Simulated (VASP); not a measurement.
# Mg7CdO8 in VASP: notebook

Runs on Mg7CdO8. Level: PBEsol. Tasks: relaxation of volume and atoms at fixed shape, single point.

Everything below comes from runs of VASP 6.6.1. Logs are shortened: lines on timing, memory, paths and dates and some standing lists are left out, and cuts for length are marked.

### Step 1. The cell of the first run

The typed cell holds 64 atoms: a = 8.543 Å, b = 8.543 Å, c = 8.543 Å, α = 90.00°, β = 90.00°, γ = 90.00°.

### Step 2. Relaxation of volume and atoms at fixed shape, PBEsol

File INCAR:

```
SYSTEM = Mg7CdO8
ALGO = Normal
EDIFF = 1E-6
EDIFFG = -0.03
ENCUT = 600
GGA = PS
IBRION = 2
ISIF = 8
ISMEAR = -1
ISYM = 0
LASPH = .True.
LCHARG = .False.
LREAL = Auto
LWAVE = .False.
NELM = 80
NSW = 100
PREC = Accurate
SIGMA = 0.05
```

File KPOINTS:

```
Automatic mesh
0
Gamma
  1 1 1
  0.25 0.25 0.25
```

File POSCAR:

```
Mg7CdO8
1.0
    8.5430880000      0.0000000000      0.0000000000
    0.0000000000      8.5430880000      0.0000000000
    0.0000000000      0.0000000000      8.5430880000
O Cd Mg
32 4 28
Direct
    0.2529040000      0.9985090000      0.9981280000
    0.2483750000      0.0021630000      0.4985800000
    0.2527970000      0.5002450000      0.0048500000
    0.2475140000      0.4998410000      0.4971170000
    0.7507220000      0.9971290000      0.9976950000
    0.7529140000      0.0007570000      0.4998910000
    0.7528580000      0.5006540000      0.0022680000
    0.7508660000      0.4988030000      0.4981040000
    0.9982490000      0.2474910000      0.0018520000
    0.0012730000      0.2505060000      0.4985890000
    0.9951950000      0.7501460000      0.9971160000
    0.0015810000      0.7476340000      0.5017640000
    0.5000180000      0.2503970000      0.9993790000
    0.5019790000      0.2497980000      0.4987920000
    0.4981530000      0.7473600000      0.0000580000
    0.5030710000      0.7497300000      0.4985990000
    0.9998110000      0.0015410000      0.2532730000
    0.0022070000      0.9993570000      0.7522810000
    0.9972900000      0.5022190000      0.2506550000
    0.0022790000      0.4997290000      0.7501520000
    0.4987620000      0.9990690000      0.2488800000
    0.5004540000      0.0004870000      0.7500300000
    0.5010470000      0.5037850000      0.2504250000
    0.4997160000      0.4974130000      0.7514550000
    0.2521810000      0.2483680000      0.2501280000
    0.2506140000      0.2491340000      0.7457680000
    0.2447150000      0.7480060000      0.2507470000
    0.2541940000      0.7509260000      0.7463830000
    0.7444690000      0.2504020000      0.2503110000
    0.7510300000      0.2496420000      0.7525800000
    0.7527380000      0.7513310000      0.2474280000
    0.7531100000      0.7490080000      0.7502590000
    0.9989880000      0.0014260000      0.9988540000
    0.9988410000      0.4995520000      0.5007560000
    0.0019370000      0.7515420000      0.7528000000
    0.4977080000      0.2487000000      0.7514920000
    0.9975280000      0.9963960000      0.4959880000
    0.0038600000      0.4980620000      0.9944240000
    0.4996550000      0.9966650000      0.0008670000
    0.4999030000      0.9996440000      0.5003000000
    0.4987560000      0.4974450000      0.0002150000
    0.5017730000      0.4999880000      0.5027360000
    0.2525100000      0.2474070000      0.9970290000
    0.2539330000      0.2482030000      0.5026540000
    0.2501000000      0.7494140000      0.0026950000
    0.2487080000      0.7463470000      0.4975700000
    0.7496710000      0.2512430000      0.0005410000
    0.7466530000      0.2549330000      0.5017560000
    0.7502600000      0.7529830000      0.0014580000
    0.7504260000      0.7469190000      0.5007150000
    0.2523870000      0.9988570000      0.2477330000
    0.2518300000      0.0001920000      0.7533220000
    0.2449950000      0.4953240000      0.2486600000
    0.2472790000      0.5035240000      0.7509810000
    0.7494600000      0.9986660000      0.2520600000
    0.7489980000      0.9979940000      0.7473940000
    0.7514890000      0.5035980000      0.2502250000
    0.7483900000      0.5008170000      0.7487220000
    0.0025950000      0.2487190000      0.2501740000
    0.9993810000      0.2468800000      0.7521210000
    0.9981570000      0.7445310000      0.2472900000
    0.4972650000      0.2472240000      0.2525010000
    0.4997790000      0.7498170000      0.2495310000
    0.4934350000      0.7527900000      0.7502710000
```

Potentials or basis: VASP PAW PBE potentials, release 64 (O, Cd, Mg).

Started as:

```sh
cat potpaw_PBE.64/O/POTCAR potpaw_PBE.64/Cd/POTCAR potpaw_PBE.64/Mg/POTCAR > POTCAR
mpirun -np 1 vasp_std > vasp.out
```

OUTCAR:

```text
SYSTEM = Mg7CdO8
   EDIFF = 1E-6
   EDIFFG = -0.03
   ENCUT = 600
   GGA = PS
   IBRION = 2
   ISIF = 8
   ISMEAR = -1
   ISYM = 0
   LASPH = .True.
   LREAL = Auto
   NELM = 80
   NSW = 100
   PREC = Accurate

 ion  position               nearest neighbor table
   1  0.253  0.999  0.998-  52 2.09  39 2.11  43 2.13  45 2.13  51 2.13  33 2.17
   2  0.248  0.002  0.499-  44 2.10  51 2.14  37 2.14  40 2.15  52 2.18  46 2.19
   3  0.253  0.500  0.005-  53 2.08  41 2.10  38 2.13  45 2.13  43 2.16  54 2.17
   4  0.248  0.500  0.497-  46 2.11  53 2.12  34 2.12  44 2.15  54 2.17  42 2.17
   5  0.751  0.997  0.998-  49 2.09  33 2.12  56 2.14  39 2.15  47 2.17  55 2.17
   6  0.753  0.001  0.500-  37 2.09  56 2.11  55 2.12  40 2.16  50 2.17  48 2.17
[... 76 lines left out ...]
  58  0.748  0.501  0.749-  32 2.12  24 2.12   8 2.14  30 2.15   7 2.17  20 2.17  42 2.98  48 2.98
                            50 2.98  34 3.01  41 3.03  38 3.03  47 3.03  36 3.04  35 3.05  49 3.05
  59  0.003  0.249  0.250-  17 2.11   9 2.12  10 2.12  25 2.13  19 2.17  29 2.21  53 2.95  37 3.01
                            33 3.01  51 3.02  34 3.03  47 3.04  43 3.04  55 3.04  44 3.04  38 3.05
  60  0.999  0.247  0.752-  18 2.11  30 2.12   9 2.13  26 2.15  20 2.16  10 2.17  33 2.97  38 2.98
                            43 3.01  47 3.01  52 3.02  56 3.02  48 3.04  34 3.04  44 3.04  54 3.05
  61  0.998  0.745  0.247-  19 2.07  31 2.10  27 2.11  11 2.14  12 2.17  17 2.20  57 2.95  49 2.98
                            53 3.00  45 3.00  34 3.01  38 3.02  37 3.02  46 3.03  50 3.03  55 3.04
  62  0.497  0.247  0.253-  25 2.09  14 2.10  29 2.11  21 2.12  13 2.16  23 2.19  51 2.98  44 2.98
                            40 2.99  48 3.01  43 3.02  53 3.02  55 3.03  39 3.03  41 3.04  42 3.04
  63  0.500  0.750  0.250-  23 2.10  16 2.13  21 2.13  15 2.13  31 2.16  27 2.18  39 2.99  51 3.00
                            45 3.00  57 3.01  55 3.01  49 3.01  46 3.02  40 3.02  41 3.03  50 3.03
  64  0.493  0.753  0.750-  28 2.04  22 2.12  15 2.13  16 2.15  24 2.18  32 2.22  52 2.95  39 2.99
                            54 2.99  45 3.00  40 3.00  46 3.01  42 3.02  56 3.03  41 3.05  50 3.06

IMPORTANT INFORMATION: All symmetrisations will be switched off!
NOSYMM: (Re-)initialisation of all symmetry stuff for point group C_1.

----------------------------------------------------------------------------------------

                                     Primitive cell

  volume of cell :     623.5117

  direct lattice vectors                    reciprocal lattice vectors
     8.543088000  0.000000000  0.000000000     0.117053693  0.000000000  0.000000000
     0.000000000  8.543088000  0.000000000     0.000000000  0.117053693  0.000000000
     0.000000000  0.000000000  8.543088000     0.000000000  0.000000000  0.117053693

  length of vectors
     8.543088000  8.543088000  8.543088000     0.117053693  0.117053693  0.117053693

  position of ions in fractional coordinates (direct lattice)
     0.252904000  0.998509000  0.998128000
     0.248375000  0.002163000  0.498580000
     0.252797000  0.500245000  0.004850000
     0.247514000  0.499841000  0.497117000
     0.750722000  0.997129000  0.997695000
     0.752914000  0.000757000  0.499891000
[... 211 lines left out ...]
 maximum number of plane-waves:     20795
 NGX is ok and might be reduce to    70
   NGX = 35   NGY = 35   NGZ = 35

--------------------------------------- Ionic step        1  -------------------------------------------

 number of electron     295.9999970 magnetization

 Free energy of the ion-electron system (eV)
  ---------------------------------------------------
  ext. energy  EPLUGINS =         0.00000000
  ---------------------------------------------------
  free energy    TOTEN  =      -378.06037612 eV

  energy without entropy =     -378.06037612  energy(sigma->0) =     -378.06037612

------------------------ aborting loop because EDIFF is reached ----------------------------------------

  FORCE on cell =-STRESS in cart. coord.  units (eV):
  Direction    XX          YY          ZZ          XY          YZ          ZX
  --------------------------------------------------------------------------------------
  -------------------------------------------------------------------------------------
  Total       19.4632255     19.9866179     19.5333623      0.2078933      0.8629038     -0.1088139
  in kB       50.0127525     51.3576630     50.1929761      0.5342032      2.2173196     -0.2796084
  external PRESSURE =      50.5211305 kB  Pullay stress =       0.0000000 kB
[... 275 lines left out ...]
  FREE ENERGIE OF THE ION-ELECTRON SYSTEM (eV)
  ---------------------------------------------------
  free  energy   TOTEN  =      -381.2660293790 eV

  energy  without entropy=     -381.2660293789  energy(sigma->0) =     -381.26602938

[... ionic steps 4 to 8 ...]

--------------------------------------- Ionic step        9  -------------------------------------------

 number of electron     295.9999902 magnetization

------------------------ aborting loop because EDIFF is reached ----------------------------------------
[... 191 lines left out ...]
--------------------------------------- Ionic step       11  -------------------------------------------

 number of electron     295.9999890 magnetization

 Free energy of the ion-electron system (eV)
  ---------------------------------------------------
  ext. energy  EPLUGINS =         0.00000000
  ---------------------------------------------------
  free energy    TOTEN  =      -381.78091626 eV

  energy without entropy =     -381.78091626  energy(sigma->0) =     -381.78091626

 E-fermi :   4.3195     XC(G=0): -11.3832

 val. band max:        3.0816836299   @ k =  -0.2500   0.2500   0.2500
 cond. band min:       7.1220048687   @ k =   0.2500   0.2500   0.2500
 fundamental gap:      4.0403212389
 Fermi energy:         4.3194936495

 k-point     1 :       0.2500    0.2500    0.2500
  band No.  band energies     occupation
      1     -14.1932      2.00000
      2     -13.8571      2.00000
      3     -13.8368      2.00000
      4     -13.8200      2.00000
      5     -13.5498      2.00000
      6     -13.5298      2.00000
[... 641 lines left out ...]
    159      10.5340      0.00000
    160      10.6424      0.00000
 [bands above 160 left out]

------------------------ aborting loop because EDIFF is reached ----------------------------------------

  FORCE on cell =-STRESS in cart. coord.  units (eV):
  Direction    XX          YY          ZZ          XY          YZ          ZX
  --------------------------------------------------------------------------------------
  -------------------------------------------------------------------------------------
  Total        0.5988901      0.4111803      0.6641090     -0.0226302     -0.7251866     -0.0056828
  in kB        1.5212807      1.0444666      1.6869476     -0.0574844     -1.8420950     -0.0144353
  external PRESSURE =       1.4175650 kB  Pullay stress =       0.0000000 kB
[... 79 lines left out ...]
  FREE ENERGIE OF THE ION-ELECTRON SYSTEM (eV)
  ---------------------------------------------------
  free  energy   TOTEN  =      -381.7809162573 eV

  energy  without entropy=     -381.7809162573  energy(sigma->0) =     -381.78091626

 reached required accuracy - stopping structural energy minimisation
```

Wall time 78 min (1 thread of Intel Xeon 6975P-C (Granite Rapids), shared host); peak memory 0.98 GiB.

What came out:

| Property | Result |
| --- | --- |
| Free energy | -381.7809 eV |
| Relaxed volume | 9.86 Å³/atom |
| Relaxed cell | a = 8.576 Å, b = 8.576 Å, c = 8.576 Å, α = 90.00°, β = 90.00°, γ = 90.00° |
| Space group after relaxing (to 0.1 Å) | P2/m (No. 10) |
| Energy gained by relaxing | 58.1 meV/atom |
| Ionic steps | 11 |
| Pressure after relaxing | 0.1 GPa |
| Largest force after relaxing | 0.026 eV/Å |
| Band gap on the k mesh | 4.04 eV |

Forces on the atoms (eV/Å):
```
O    0.005  0.006  0.002
O   -0.007  0.008 -0.004
O    0.000  0.000  0.007
O    0.006  0.004  0.014
O    0.006  0.002  0.006
O    0.011  0.007 -0.010
O    0.009 -0.013  0.008
O    0.009 -0.015 -0.003
O   -0.005 -0.023  0.004
O    0.000  0.007 -0.003
O   -0.001 -0.005 -0.016
O    0.008 -0.001 -0.014
O    0.002 -0.015 -0.015
O    0.001  0.018  0.002
O   -0.001  0.001 -0.013
O    0.000 -0.001  0.013
O    0.004 -0.004 -0.019
O   -0.004 -0.008 -0.014
O    0.011  0.018  0.012
O   -0.007 -0.011 -0.006
O   -0.004  0.018 -0.015
O   -0.007  0.015  0.009
O    0.007 -0.013  0.011
O    0.006 -0.002 -0.009
O    0.003  0.004  0.002
O   -0.006  0.003 -0.001
O   -0.009  0.006  0.010
O   -0.018  0.004  0.008
O   -0.006 -0.001  0.000
O    0.002 -0.009 -0.008
O    0.011 -0.001  0.000
O   -0.003 -0.003  0.005
Cd  -0.007  0.016 -0.015
Cd  -0.006  0.000  0.022
Cd   0.004  0.009  0.018
Cd  -0.012 -0.009 -0.005
Mg  -0.004  0.025 -0.008
Mg  -0.002 -0.013  0.013
Mg  -0.006  0.008  0.003
Mg  -0.004  0.001 -0.021
Mg   0.003 -0.004  0.013
Mg  -0.002 -0.007 -0.002
Mg  -0.010  0.006  0.005
Mg  -0.010 -0.003 -0.003
Mg   0.014 -0.009  0.000
Mg   0.015  0.012  0.009
Mg   0.013  0.001 -0.004
Mg   0.010 -0.011 -0.002
Mg  -0.009 -0.014  0.004
Mg  -0.019  0.011 -0.003
Mg   0.006 -0.002 -0.005
Mg  -0.007  0.010 -0.005
Mg   0.001  0.008 -0.004
Mg  -0.006 -0.001  0.024
Mg   0.001 -0.008 -0.012
Mg  -0.008 -0.014 -0.015
Mg   0.006  0.005  0.008
Mg  -0.004  0.001  0.009
Mg   0.011 -0.001 -0.007
Mg  -0.010 -0.003  0.000
Mg   0.008 -0.002  0.019
Mg  -0.002 -0.008 -0.003
Mg   0.001  0.003  0.001
Mg   0.008 -0.004  0.003
```

The path:
```tsv
step	energy change (eV)	largest force (eV/Å)	pressure (GPa)	volume (Å³)
1	0.0000	3.5834	5.05	623.51
2	-3.1257	0.6396	-4.64	651.65
3	-3.2057	0.6097	-3.58	647.53
4	-3.6260	0.3125	0.31	629.90
5	-3.6287	0.3033	0.70	628.35
6	-3.6980	0.1650	0.30	630.05
7	-3.7068	0.1714	0.11	630.90
8	-3.7167	0.0621	-0.13	631.81
9	-3.7172	0.0645	-0.20	632.08
10	-3.7203	0.0327	0.06	631.07
11	-3.7205	0.0265	0.14	630.74
```

Caveat: the PAW data sets were made with another functional, which shifts forces and pressure a little; a shifted mesh leaves out Γ, where band edges can lie.

### Step 3. Single point, PBEsol

This run uses another cell than the first one, of 9.88 Å³/atom.

File INCAR:

```
PREC     = Accurate       # precision mode
ENCUT    = 520            # plane-wave cutoff, eV
EDIFF    = 1E-7           # SCF threshold, eV
ISMEAR   = -1             # smearing method
SIGMA    = 0.05           # smearing width, eV
LREAL    = Auto         
LASPH    = T              # aspherical terms in the spheres
NELM     = 60             # most SCF steps
ALGO     = Normal         # electronic algorithm
ISIF     = 2              # what is computed and relaxed
LWAVE    = F              # write WAVECAR
LCHARG   = F              # write CHGCAR
GGA      = PS             # functional
NBANDS   = 186            # bands
ISYM     = 0
```

KPOINTS is that of step 2.

File POSCAR:

```
Mg7CdO8
1.0
    8.5837651851      0.0000000000      0.0000000000
    0.0000000000      8.5837651851      0.0000000000
    0.0000000000      0.0000000000      8.5837651851
O Cd Mg
32 4 28
Direct
    0.2634450000      0.9997490000      0.9989380000
    0.2537930000      0.9996220000      0.5000720000
    0.2538380000      0.4993440000      0.9998170000
    0.2633800000      0.4997660000      0.5014580000
    0.7366130000      0.9992040000      0.9984400000
    0.7461540000      0.9996410000      0.5000960000
    0.7462000000      0.4993590000      0.9998460000
    0.7365450000      0.4992290000      0.5009870000
    0.0002380000      0.2603330000      0.0040620000
    0.9997570000      0.2386500000      0.4958550000
    0.0000080000      0.7365160000      0.0138230000
    0.9999760000      0.7624670000      0.4861020000
    0.5001990000      0.2511630000      0.0134850000
    0.4997930000      0.2478190000      0.4864350000
    0.5000140000      0.7483060000      0.0037530000
    0.4999750000      0.7506740000      0.4961650000
    0.0001660000      0.0008880000      0.2602310000
    0.9999970000      0.0114240000      0.7363330000
    0.9998440000      0.4980870000      0.2396880000
    0.9999980000      0.4875580000      0.7635860000
    0.5000340000      0.9980900000      0.2507140000
    0.4998700000      0.9877170000      0.7477260000
    0.4999620000      0.5008900000      0.2492030000
    0.5001090000      0.5112630000      0.7521920000
    0.2483090000      0.2495910000      0.2500290000
    0.2379600000      0.2493650000      0.7497160000
    0.2508940000      0.7494500000      0.2499570000
    0.2610640000      0.7497400000      0.7502360000
    0.7516850000      0.2493870000      0.2498870000
    0.7620280000      0.2496240000      0.7502050000
    0.7490990000      0.7495330000      0.2499630000
    0.7389250000      0.7492360000      0.7496720000
    0.0000250000      0.9998050000      0.9998220000
    0.9999680000      0.4991800000      0.5000980000
    0.9999940000      0.7494930000      0.7499660000
    0.4999920000      0.2494900000      0.7499610000
    0.9999810000      0.0013880000      0.4974720000
    0.0000120000      0.4975910000      0.0024450000
    0.5000260000      0.9973110000      0.0024380000
    0.4999550000      0.9977050000      0.4971760000
    0.5000360000      0.5012760000      0.0027430000
    0.4999680000      0.5016710000      0.4974840000
    0.2502410000      0.2514690000      0.0025430000
    0.2502050000      0.2475130000      0.4974520000
    0.2546700000      0.7473220000      0.0024970000
    0.2546430000      0.7517380000      0.4974770000
    0.7497890000      0.2514690000      0.0024610000
    0.7497470000      0.2475100000      0.4973730000
    0.7453480000      0.7472410000      0.0024440000
    0.7453180000      0.7516580000      0.4974260000
    0.2521740000      0.9996340000      0.2516540000
    0.2527320000      0.9996240000      0.7474410000
    0.2521720000      0.4994340000      0.2482700000
    0.2527440000      0.4994430000      0.7524990000
    0.7478240000      0.9995470000      0.2516470000
    0.7472500000      0.9995400000      0.7474120000
    0.7478200000      0.4993460000      0.2482590000
    0.7472610000      0.4993600000      0.7524710000
    0.9999990000      0.2494910000      0.2499650000
    0.9999930000      0.2494930000      0.7499570000
    0.9999950000      0.7494870000      0.2499620000
    0.4999950000      0.2494890000      0.2499600000
    0.4999960000      0.7494900000      0.2499620000
    0.4999920000      0.7494910000      0.7499650000
```

Potentials or basis: VASP PAW PBE potentials, release 64 (O, Cd, Mg).

Started as:

```sh
cat potpaw_PBE.64/O/POTCAR potpaw_PBE.64/Cd/POTCAR potpaw_PBE.64/Mg/POTCAR > POTCAR
mpirun -np 1 vasp_std > vasp.out
```

Run time: 23 min. Hardware: 1 thread of Oxide Virtual Turin-like, shared host; peak memory 0.71 GiB.

Results (log left out):

| Quantity | Value |
| --- | --- |
| Free energy | -381.7285 eV |
| Pressure | -0.1 GPa |
| Largest force | 0.139 eV/Å |
| Band gap on the k mesh | 4.04 eV |

Forces in eV/Å, atoms in the order of the input:
```
O    0.081 -0.008 -0.010
O   -0.003 -0.001  0.000
O   -0.002  0.001 -0.003
O    0.080 -0.012 -0.012
O   -0.079  0.015  0.012
O    0.001  0.002  0.003
O    0.004  0.004 -0.001
O   -0.082  0.012  0.010
O   -0.011  0.083 -0.008
O    0.013 -0.087  0.012
O    0.000 -0.097  0.098
O    0.000  0.092 -0.097
O   -0.014 -0.015  0.079
O    0.012  0.015 -0.081
O    0.000  0.000  0.000
O    0.000 -0.001  0.002
O   -0.011 -0.012  0.090
O   -0.003  0.103 -0.094
O    0.010  0.014 -0.088
O    0.002 -0.100  0.094
O    0.000  0.005  0.000
O    0.012 -0.080  0.011
O    0.000 -0.004  0.002
O   -0.011  0.083 -0.011
O    0.007  0.004  0.002
O   -0.086  0.012  0.013
O   -0.009  0.004  0.000
O    0.086 -0.012 -0.011
O   -0.007  0.000 -0.002
O    0.085 -0.011 -0.013
O    0.010  0.002  0.001
O   -0.086  0.014  0.009
Cd   0.000 -0.005 -0.007
Cd   0.000  0.003  0.006
Cd   0.000 -0.002  0.000
Cd   0.000 -0.001  0.000
Mg   0.001  0.003 -0.003
Mg  -0.001 -0.002  0.001
Mg  -0.001 -0.005  0.004
Mg   0.000 -0.008 -0.005
Mg   0.000  0.006  0.006
Mg   0.001  0.005 -0.005
Mg   0.002  0.005  0.005
Mg  -0.002 -0.004 -0.006
Mg   0.009 -0.004  0.003
Mg   0.009  0.006 -0.004
Mg   0.002  0.005  0.007
Mg  -0.001 -0.005 -0.004
Mg  -0.009 -0.007  0.002
Mg  -0.010  0.004 -0.004
Mg   0.007  0.000  0.008
Mg   0.005  0.000 -0.005
Mg   0.006 -0.001 -0.006
Mg   0.006  0.001  0.006
Mg  -0.006  0.001  0.005
Mg  -0.006 -0.001 -0.006
Mg  -0.007  0.000 -0.007
Mg  -0.005  0.001  0.004
Mg   0.000 -0.003 -0.001
Mg   0.000 -0.003  0.000
Mg   0.000 -0.003 -0.001
Mg   0.000 -0.003  0.000
Mg   0.000 -0.003  0.000
Mg   0.000 -0.003  0.000
```

Stress tensor (GPa, compression positive):
```
-0.08  0.01  0.01
 0.01 -0.12 -0.18
 0.01 -0.18 -0.07
```

Levels at points of the mesh, in eV from the valence-band top:
```
           k point  band 146  band 147  band 148  band 149  band 150  band 151
(0.25, 0.25, 0.25)     -0.21     -0.08      0.00      4.04      5.09      5.34
```

Caveat: the PAW data sets were made with another functional, which shifts forces and pressure a little; a shifted mesh leaves out Γ, where band edges can lie.
